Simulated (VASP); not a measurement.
Wanted: the native input for a VASP 6.6.1 run.

```
Task                   : single point
Functional             : PBE
Potentials or basis    : VASP PAW PBE potentials, release 64 (Pd)
Cutoff                 : 500 eV
k mesh                 : 4 × 4 × 4
Occupations            : fermi-dirac, width 0.1 eV
Spin                   : no spin polarisation
Dipole correction      : no
Further INCAR settings : ALGO = Normal; EDIFF = 1e-06; NBANDS = 11
```

The structure of Pd lies in POSCAR:

```
Pd
1.0
    0.0000000000      1.9955419298      1.9955419298
    1.9955419298      0.0000000000      1.9955419298
    1.9955419298      1.9955419298      0.0000000000
Pd
1
Direct
    0.0000000000      0.0000000000      0.0000000000
```

One way to write it, as run:

INCAR

```
SYSTEM = Pd
ALGO     = Normal         ! electronic algorithm
EDIFF    = 1E-6           ! SCF threshold, eV
ENCUT    = 500            ! plane-wave cutoff, eV
GGA      = PE             ! functional
GGA_COMPAT= .False.      
ISIF     = 2              ! what is computed and relaxed
ISMEAR   = -1             ! smearing method
LASPH    = .True.         ! aspherical terms in the spheres
LCHARG   = .False.        ! write CHGCAR
LREAL    = .False.        ! projectors in reciprocal space
LWAVE    = .False.        ! write WAVECAR
NBANDS   = 11             ! bands
NELM     = 120            ! most SCF steps
PREC     = Accurate       ! precision mode
SIGMA    = 0.1            ! smearing width, eV
```

KPOINTS

```
k-points
0
Gamma
  4 4 4
  0 0 0
```

Potentials or basis: VASP PAW PBE potentials, release 64 (Pd).

Run with:

```console
$ cat potpaw_PBE.64/Pd/POTCAR > POTCAR
$ mpirun -np 1 vasp_std > vasp.out
```

Results of the run:

- Pressure: -5.8 GPa
- Band gap on the k mesh: zero (band 5 reaches 8.89 eV, above the bottom of band 6 at 7.54 eV)

Caveat: the k points lie up to 0.68 Å⁻¹ apart.

Wall time 3.9 s on 1 thread of AMD EPYC 7R13 Processor (Zen 3) (shared host), peak memory 0.1 GiB.
